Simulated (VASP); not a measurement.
Write the native input for VASP 6.6.1 that does the following.

```yaml
Task: single point
Functional: PBE
Potentials_or_basis: VASP PAW PBE potentials, release 64 (Mg)
Cutoff: 520 eV
k_mesh: 17 × 17 × 17
Occupations: fermi-dirac, width 0.1 eV
Spin: no spin polarisation
Dipole_correction: no
Further_INCAR_settings: ALGO = Normal; EDIFF = 1e-07; NBANDS = 7
```

The structure of Mg lies in POSCAR:

```
Mg
1.0
    3.0205609112      0.0000000000      0.0000000000
    0.0000000000      3.0205609112      0.0000000000
    0.0000000000      0.0000000000      3.0205609112
Mg
1
Direct
    0.0000000000      0.0000000000      0.0000000000
```

These files were run (other wordings do the same):

INCAR

```
SYSTEM = Mg
PREC = Accurate
ENCUT = 520
EDIFF = 1E-7
ISMEAR = -1
SIGMA = 0.1
LREAL = .False.
LASPH = .True.
NELM = 100
ALGO = Normal
ISIF = 2
LWAVE = .False.
LCHARG = .True.
GGA = PE
LELF = .True.
LVHAR = .True.
NBANDS = 7
```

KPOINTS

```
Automatic mesh
0
Gamma
  17 17 17
  0 0 0
```

Potentials or basis: VASP PAW PBE potentials, release 64 (Mg).

Run with:

```console
$ cat potpaw_PBE.64/Mg/POTCAR > POTCAR
$ mpirun -np 1 vasp_std > vasp.out
```

It gave:

| Quantity | Value |
| --- | --- |
| Pressure | 0.0 GPa |
| Band gap on the k mesh | zero (band 1 reaches 5.62 eV, above the bottom of band 2 at 0.09 eV) |

Wall time 10 s on 1 thread of Intel(R) Xeon(R) Platinum 8488C (Sapphire Rapids) (shared host), peak memory 0.15 GiB.
